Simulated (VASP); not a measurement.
A run of VASP 6.6.1 is set up as follows.

POSCAR

```
Os
1.0
    2.7393806551      0.0000000000      0.0000000000
   -1.3696903275      2.3723732379      0.0000000000
    0.0000000000      0.0000000000      4.3138178725
Os
2
Direct
    0.3333333333      0.6666666667      0.2500000000
    0.6666666667      0.3333333333      0.7500000000
```

Contents of INCAR.step1:

```
  PREC = Accurate
  ENCUT = 620
  ISMEAR = 0
  SIGMA = 0.1
  LREAL = False
  LASPH = True
  NELM = 120
  NBANDS = 23
  GGA = PE
  ALGO = Normal
  EDIFF = 1E-5
  LWAVE = True
  LCHARG = False
  GGA_COMPAT = False
```

Contents of INCAR.step2:

```
  PREC = Accurate
  ENCUT = 620
  EDIFF = 1E-6
  ISMEAR = 0
  SIGMA = 0.1
  LREAL = False
  LASPH = True
  NELM = 120
  ALGO = Normal
  ISIF = 2
  LWAVE = False
  LCHARG = False
  METAGGA = R2SCAN
  LMIXTAU = True
  NBANDS = 23
  ISTART = 1
  GGA_COMPAT = False
```

The input KPOINTS:

```
Automatic mesh
0
Gamma
  13 13 7
```

Potentials or basis: VASP PAW PBE potentials, release 64 (Os_sv_GW).

Run with:

```console
$ cat potpaw_PBE.64/Os_sv_GW/POTCAR > POTCAR
$ cp INCAR.step1 INCAR
$ mpirun -np 1 vasp_std > vasp.out
$ cp INCAR.step2 INCAR
$ mpirun -np 1 vasp_std > vasp.out
```

Question: Estimate the band gap on the k mesh.

Answer: Zero (bands 16 and 17 overlap by 3.99 eV).

Question: Estimate the pressure.

Answer: -1.0 GPa.

Stress tensor (GPa, compression positive):
```
-0.94  0.00  0.00
 0.00 -0.94  0.00
 0.00  0.00 -1.03
```

Caveat: the PAW data sets were made with another functional, which shifts forces and pressure a little; spin-orbit coupling is left out, which moves the levels of the heavy elements.
